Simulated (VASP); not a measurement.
# TiC (I4/mmm) in VASP: further runs

The runs below take TiC through single point, with PBE.

All numbers are computed with VASP 6.6.1; they aren't measurements. Logs are shortened: lines on timing, memory, paths and dates and some standing lists are left out, and cuts for length are marked.

## (1) The cell of the first run

The structure is tetragonal, space group I4/mmm (No. 139). Conventional cell: a = 3.439 Å, b = 3.439 Å, c = 3.439 Å, α = 90.00°, β = 90.00°, γ = 90.00°. Within 2.3 Å of Ti (site symmetry 4/mmm) lie 2 C at 1.72 Å. Within 2.3 Å of C (site symmetry 4/mmm) lie 2 Ti at 1.72 Å.

## (2) Single point, PBE

INCAR reads:

```
SYSTEM = TiC
ALGO = Normal ; EDIFF = 1E-7
ENCUT = 520 ; GGA = PE
ISIF = 2 ; ISMEAR = 0
LASPH = .True. ; LCHARG = .False.
LREAL = .False. ; LWAVE = .False.
NBANDS = 15 ; NELM = 80
PREC = Accurate ; SIGMA = 0.15
```

KPOINTS reads:

```
k-points
0
Gamma
  26 26 26
  0 0 0
```

POSCAR reads:

```
TiC
1.0
    0.0000000000      2.4318932606      1.7193485353
    2.4318932606      0.0000000000      1.7193485353
    2.4318932606      2.4318932606      0.0000000000
Ti C
1 1
Direct
    0.0000000000      0.0000000000      0.0000000000
    0.5000000000      0.5000000000      0.5000000000
```

Potentials or basis: VASP PAW PBE potentials, release 64 (Ti_sv, C).

Command:

```console
$ cat potpaw_PBE.64/Ti_sv/POTCAR potpaw_PBE.64/C/POTCAR > POTCAR
$ mpirun -np 1 vasp_std > vasp.out
```

OUTCAR:

```text
SYSTEM = TiC
   EDIFF = 1E-7
   ENCUT = 520
   GGA = PE
   ISIF = 2
   ISMEAR = 0
   LASPH = .True.
   LREAL = .False.
   NELM = 80
   PREC = Accurate

 ion  position               nearest neighbor table
   1  0.000  0.000  0.000-   2 1.72   2 1.72   2 2.43   2 2.43   2 2.43   2 2.43
   2  0.500  0.500  0.500-   1 1.72   1 1.72   1 2.43   1 2.43   1 2.43   1 2.43

  LATTYP: Found a body centered tetragonal cell.
 ALAT       =     3.4392164314
 C/A-ratio  =     0.9998489886

  Lattice vectors:

 A1 = (   0.0000000000,  -2.4318932606,  -1.7193485353)
 A2 = (   0.0000000000,   2.4318932606,  -1.7193485353)
 A3 = (   2.4318932606,   0.0000000000,   1.7193485353)

Analysis of symmetry for initial positions (statically):
=====================================================================
 Subroutine PRICEL returns:
 Original cell was already a primitive cell.

 Routine SETGRP: Setting up the symmetry group for a
 body centered tetragonal supercell.

 Subroutine GETGRP returns: Found 16 space group operations
 (whereof 16 operations were pure point group operations)
 out of a pool of 16 trial point group operations.

The static configuration has the point symmetry D_4h.

Analysis of symmetry for dynamics (positions and initial velocities):
=====================================================================
 Subroutine PRICEL returns:
 Original cell was already a primitive cell.

 Routine SETGRP: Setting up the symmetry group for a
 body centered tetragonal supercell.

 Subroutine GETGRP returns: Found 16 space group operations
 (whereof 16 operations were pure point group operations)
 out of a pool of 16 trial point group operations.

The dynamic configuration has the point symmetry D_4h.

 Subroutine INISYM returns: Found 16 space group operations
 (whereof 16 operations are pure point group operations),
 and found     1 'primitive' translations

----------------------------------------------------------------------------------------

                                     Primitive cell

  volume of cell :      20.3368

  direct lattice vectors                    reciprocal lattice vectors
     0.000000000  2.431893261  1.719348535    -0.205601129  0.205601129  0.290807820
     2.431893261  0.000000000  1.719348535     0.205601129 -0.205601129  0.290807820
     2.431893261  2.431893261  0.000000000     0.205601129  0.205601129 -0.290807820

  length of vectors
     2.978298880  2.978298880  3.439216431     0.411233312  0.411233312  0.411233312

  position of ions in fractional coordinates (direct lattice)
     0.000000000  0.000000000  0.000000000
     0.500000000  0.500000000  0.500000000

  ion indices of the primitive-cell ions
   primitive index   ion index
                 1           1
                 2           2

----------------------------------------------------------------------------------------

 KPOINTS: k-points

Automatic generation of k-mesh.
 Grid dimensions read from file:
 generate k-points for:   26   26   26

 Generating k-lattice:

  Cartesian coordinates                     Fractional coordinates (reciprocal lattice)
    -0.007907736  0.007907736  0.011184916     0.038461538 -0.000000000  0.000000000
     0.007907736 -0.007907736  0.011184916    -0.000000000  0.038461538  0.000000000
     0.007907736  0.007907736 -0.011184916     0.000000000  0.000000000  0.038461538

  Length of vectors
     0.015816666  0.015816666  0.015816666

  Shift w.r.t. Gamma in fractional coordinates (k-lattice)
     0.000000000  0.000000000  0.000000000

 Subroutine IBZKPT returns following result:
 ===========================================

 Found   1330 irreducible k-points:

 Following reciprocal coordinates:
            Coordinates               Weight
  0.000000  0.000000  0.000000      1.000000
  0.038462  0.000000  0.000000      8.000000
  0.076923  0.000000  0.000000      8.000000
  0.115385 -0.000000  0.000000      8.000000
  0.153846  0.000000  0.000000      8.000000
  0.192308  0.000000  0.000000      8.000000
[... 16 lines left out ...]
  0.346154  0.038462  0.000000      8.000000
  0.384615  0.038462  0.000000      8.000000
 [... further k-points ...]
   k-points           NKPTS =   1330   k-points in BZ     NKDIM =   1330   number of bands    NBANDS=     15
   number of dos      NEDOS =    301   number of ions     NIONS =      2
   total plane-waves  NPLWV =  16128
   dimension x,y,z NGX =    24 NGY =   24 NGZ =   28
   dimension x,y,z NGXF=    48 NGYF=   48 NGZF=   56
   ions per type =               1   1
   NGX,Y,Z   is equivalent  to a cutoff of  13.40, 13.40, 13.53 a.u.
   NGXF,Y,Z  is equivalent  to a cutoff of  26.79, 26.79, 27.07 a.u.
 SYSTEM =  TiC
   PREC   = accura    normal or accurate (medium, high low for compatibility)
   ISTART =      0    job   : 0-new  1-cont  2-samecut
   ICHARG =      2    charge: 1-file 2-atom 10-const
   ISPIN  =      1    spin polarized calculation?
   LNONCOLLINEAR =      F non collinear calculations
   LSORBIT =      F    spin-orbit coupling
   LASPH  =      T    aspherical Exc in radial PAW
   ENCUT  =  520.0 eV  38.22 Ry    6.18 a.u.   5.54  5.54  6.39*2*pi/ulx,y,z
   NELM   =     80;   NELMIN=  2; NELMDL= -5     # of ELM steps
   EDIFF  = 0.1E-06   stopping-criterion for ELM
   LREAL  =      F    real-space projection
   EDIFFG = 0.1E-05   stopping-criterion for IOM
   NSW    =      0    number of steps for IOM
   IBRION =     -1    ionic relax: 0-MD 1-quasi-New 2-CG
   NFREE  =      0    steps in history (QN), initial steepest desc. (CG)
   ISIF   =      2    stress and relaxation
   ISYM   =      2    0-nonsym 1-usesym 2-fastsym
   POTIM  = 0.5000    time-step for ionic-motion
   TEBEG  =    0.0;   TEEND  =   0.0 temperature during run
   PSTRESS=    0.0 pullay stress
   NELECT =      16.0000    total number of electrons
   NUPDOWN=      -1.0000    fix difference up-down
   EMIN   =  10.00;   EMAX   =-10.00  energy-range for DOS
   EFERMI =   0.00;   METHOD = LEGACY
   ISMEAR =     0;   SIGMA  =   0.15  broadening in eV -4-tet -1-fermi 0-gaus
   EFERMI_NEDOS =   21; number of points for ismear=-14 and -15
   IALGO  =     38    algorithm
   IMIX   =      4    mixing-type and parameters
     AMIX     =   0.40;   BMIX     =  1.00
     AMIX_MAG =   1.60;   BMIX_MAG =  1.00
  volume/ion in A,a.u.               =      10.17        68.62
  Fermi-wavevector in a.u.,A,eV,Ry     =   1.511311  2.855964 31.076536  2.284061
  Thomas-Fermi vector in A             =   2.621385
   LORBIT       =      0    0 simple, 1 ext, 2 COOP (PROOUT), +10 PAW based schemes
   GGA     = PE    functional components
   LHFCALC =     F    Hartree Fock is set to
   AEXX    =    0.0000 exact exchange contribution
   IVDW    =     0    specifies the selected vdW correction
   LEPSILON=     F    determine dielectric tensor
   LRPA    =     F    only Hartree local field effects (RPA)
 non-spin polarized calculation
 Gauss-broadening in eV      SIGMA  =   0.15
  energy-cutoff  :      520.00
  volume of cell :       20.34
 maximum number of plane-waves:       567
 NGX is ok and might be reduce to    24

 number of electron      15.9999999 magnetization

 Free energy of the ion-electron system (eV)
  ---------------------------------------------------
  ext. energy  EPLUGINS =         0.00000000
  ---------------------------------------------------
  free energy    TOTEN  =       -15.66110892 eV

  energy without entropy =      -15.65422805  energy(sigma->0) =      -15.65766849

 E-fermi :   9.6075     XC(G=0): -12.4775

 val. band max:        9.6060382012   @ k =   0.1154   0.0000   0.0385
 cond. band min:       9.6091348913   @ k =  -0.1154   0.1154   0.0385
 fundamental gap:      0.0030966901
 Fermi energy:         9.6074635387

 k-point     1 :       0.0000    0.0000    0.0000
  band No.  band energies     occupation
      1     -46.7825      2.00000
      2     -23.2070      2.00000
      3     -22.8353      2.00000
      4     -22.8353      2.00000
      5      -3.0302      2.00000
      6       9.5080      1.65182
      7       9.8658      0.01485
      8       9.8659      0.01485
      9      10.0256      0.00008
     10      10.3945      0.00000
     11      10.3945      0.00000
     12      12.0339      0.00000
     13      13.1405      0.00000
     14      23.0212      0.00000
     15      24.9760      0.00000

 k-point     2 :       0.0385    0.0000    0.0000
  band No.  band energies     occupation
      1     -46.7813      2.00000
      2     -23.2108      2.00000
      3     -22.8389      2.00000
      4     -22.8375      2.00000
      5      -2.9902      2.00000
      6       9.2105      1.99982
      7       9.4599      1.83573
      8       9.6897      0.43816
      9      10.0028      0.00019
     10      10.8290      0.00000
     11      10.8869      0.00000
     12      12.0411      0.00000
     13      13.1332      0.00000
     14      23.0740      0.00000
     15      24.8875      0.00000

 k-point     3 :       0.0769    0.0000    0.0000
  band No.  band energies     occupation
      1     -46.7780      2.00000
      2     -23.2226      2.00000
      3     -22.8488      2.00000
      4     -22.8440      2.00000
      5      -2.8710      2.00000
      6       8.5972      2.00000
      7       8.8655      2.00000
      8       9.5575      1.36256
      9      10.0998      0.00000
     10      11.3991      0.00000
     11      11.5732      0.00000
     12      12.0955      0.00000
     13      13.1457      0.00000
     14      23.2113      0.00000
     15      24.6344      0.00000
[... 343 lines left out ...]
 k-point    23 :       0.3462    0.0385    0.0000
  band No.  band energies     occupation
      1     -46.7205      2.00000
      2     -23.5093      2.00000
      3     -22.9555      2.00000
      4     -22.9190      2.00000
      5      -0.0109      2.00000
      6       4.9459      2.00000
      7       5.8619      2.00000
      8       6.1094      2.00000
      9      11.5203      0.00000
     10      12.1938      0.00000
     11      13.9949      0.00000
     12      16.3461      0.00000
     13      17.1242      0.00000
     14      19.5947      0.00000
     15      23.2918      0.00000

 k-point    24 :       0.3846    0.0385    0.0000
  band No.  band energies     occupation
      1     -46.7133      2.00000
      2     -23.5479      2.00000
      3     -22.9691      2.00000
      4     -22.9223      2.00000
      5       0.5113      2.00000
      6       4.4820      2.00000
      7       5.6693      2.00000
      8       5.7441      2.00000
      9      11.5621      0.00000
     10      12.5574      0.00000
     11      14.3965      0.00000
     12      16.7216      0.00000
     13      17.3926      0.00000
     14      19.0800      0.00000
     15      22.6357      0.00000

 [... further k-points ...]

------------------------ aborting loop because EDIFF is reached ----------------------------------------

  FORCE on cell =-STRESS in cart. coord.  units (eV):
  Direction    XX          YY          ZZ          XY          YZ          ZX
  --------------------------------------------------------------------------------------
  -------------------------------------------------------------------------------------
  Total       -3.0109326     -3.0109326     27.0706009      0.0000000     -0.0000000      0.0000000
  in kB     -237.2076431   -237.2076431   2132.6792423      0.0000000     -0.0000000      0.0000000
  external PRESSURE =     552.7546520 kB  Pullay stress =       0.0000000 kB

 VOLUME and BASIS-vectors are now :
 -----------------------------------------------------------------------------
  energy-cutoff  :      520.00
  volume of cell :       20.34
      direct lattice vectors                 reciprocal lattice vectors
     0.000000000  2.431893261  1.719348535    -0.205601129  0.205601129  0.290807820
     2.431893261  0.000000000  1.719348535     0.205601129 -0.205601129  0.290807820
     2.431893261  2.431893261  0.000000000     0.205601129  0.205601129 -0.290807820

 POSITION                                       TOTAL-FORCE (eV/Angst)
 -----------------------------------------------------------------------------------
      0.00000      0.00000      0.00000        -0.000000      0.000000      0.000000
      2.43189      2.43189      1.71935         0.000000     -0.000000      0.000000
 -----------------------------------------------------------------------------------
    total drift:                                0.000000     -0.000000     -0.000000

  FREE ENERGIE OF THE ION-ELECTRON SYSTEM (eV)
  ---------------------------------------------------
  free  energy   TOTEN  =       -15.6611089227 eV

  energy  without entropy=      -15.6542280498  energy(sigma->0) =      -15.65766849
```

Run time: 9 min. Hardware: 1 thread of Intel Xeon 8259CL, shared host; peak memory 0.51 GiB.

What came out:

```yaml
Free_energy: -15.6611 eV
Pressure: 55.3 GPa
Band_gap_on_the_k_mesh: zero (bands 8 and 9 overlap by 2.57 eV)
```

Caveat: the stress differs along the axes, from -24 to 213 GPa.

## (3) Single point, PBE

This run uses another cell than the first one, of the same volume but with other edges.

INCAR reads:

```
PREC = Accurate ; ENCUT = 520
EDIFF = 1E-6 ; ISMEAR = 0
SIGMA = 0.15 ; LREAL = F
LASPH = T ; NELM = 60
ALGO = Normal ; ISIF = 2
LWAVE = F ; LCHARG = F
GGA = PE ; NBANDS = 15
```

KPOINTS reads:

```
Automatic mesh
0
Gamma
  26 26 26
```

POSCAR reads:

```
TiC
1.0
    0.0000000000      1.9301949601      2.7292956736
    1.9301949601      0.0000000000      2.7292956736
    1.9301949601      1.9301949601      0.0000000000
Ti C
1 1
Direct
    0.0000000000      0.0000000000      0.0000000000
    0.5000000000      0.5000000000      0.5000000000
```

Potentials or basis: VASP PAW PBE potentials, release 64 (Ti_sv, C).

Command:

```console
$ cat potpaw_PBE.64/Ti_sv/POTCAR potpaw_PBE.64/C/POTCAR > POTCAR
$ mpirun -np 1 vasp_std > vasp.out
```

Wall time 9.8 min (1 thread of Intel Xeon 8259CL, shared host); peak memory 0.5 GiB.

The run converged. Its results:

* Free energy: -16.9409 eV
* Pressure: 52.6 GPa
* Band gap on the k mesh: zero (bands 8 and 9 overlap by 2.55 eV)

Stress tensor (GPa, compression positive):
```
 93.75   0.00   0.00
  0.00  93.75   0.00
  0.00   0.00 -29.80
```

Levels at points of the mesh, in eV from the Fermi level:
```
           k point  band 6  band 7  band 8  band 9  band 10  band 11
(0.00, 0.00, 0.00)   -0.90   -0.88    0.45    1.96     1.96     2.22
(0.50, 0.00, 0.00)   -5.97   -4.01   -3.35    3.07     3.13     5.25
(0.50, 0.50, 0.00)   -4.98   -1.57    1.65    1.65     3.11     3.33
(0.50, 0.00, 0.50)   -1.91   -1.36   -0.35   -0.26     1.95     2.40
```

Caveat: the stress differs along the axes, from -30 to 94 GPa.
